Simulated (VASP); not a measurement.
A run of VASP 6.6.1 is set up as follows.

File INCAR:

```
SYSTEM = Y3AlN4
ALGO = Normal
EDIFF = 1E-6
ENCUT = 520
GGA = PE
ISIF = 2
ISMEAR = 0
LASPH = .TRUE.
LCHARG = .FALSE.
LREAL = .FALSE.
LWAVE = .FALSE.
NBANDS = 38
NELM = 80
PREC = Accurate
SIGMA = 0.1
```

KPOINTS

```
k-points
0
G
  4 4 2
  0 0 0
```

File POSCAR:

```
Y3AlN4
1.0
    3.3381469994      0.0000000000      0.0000000000
    0.0000000000      4.8242082389      0.0000000000
    0.0000000000      0.0000000000      6.6704541081
Y Al N
3 1 4
Direct
    0.5000000000      0.5000000000      0.2403835390
    0.0000000000      0.0000000000      0.5000000000
    0.5000000000      0.5000000000      0.7596164610
    0.0000000000      0.0000000000      0.0000000000
    0.0000000000      0.5000000000      0.5000000000
    0.5000000000      0.0000000000      0.7744205066
    0.0000000000      0.5000000000      0.0000000000
    0.5000000000      0.0000000000      0.2255794934
```

Potentials or basis: VASP PAW PBE potentials, release 64 (Y_sv, Al, N).

Command:

```bash
$ cat potpaw_PBE.64/Y_sv/POTCAR potpaw_PBE.64/Al/POTCAR potpaw_PBE.64/N/POTCAR > POTCAR
$ mpirun -np 1 vasp_std > vasp.out
```

(1) Estimate the largest force.

(2) Predict the band gap on the k mesh.

(3) Estimate the pressure.

Results:

(1) 0.026 eV/Å.

(2) 0.40 eV, indirect (least direct gap 0.46 eV).

(3) 0.0 GPa.

Caveat: the k points lie up to 0.47 Å⁻¹ apart.
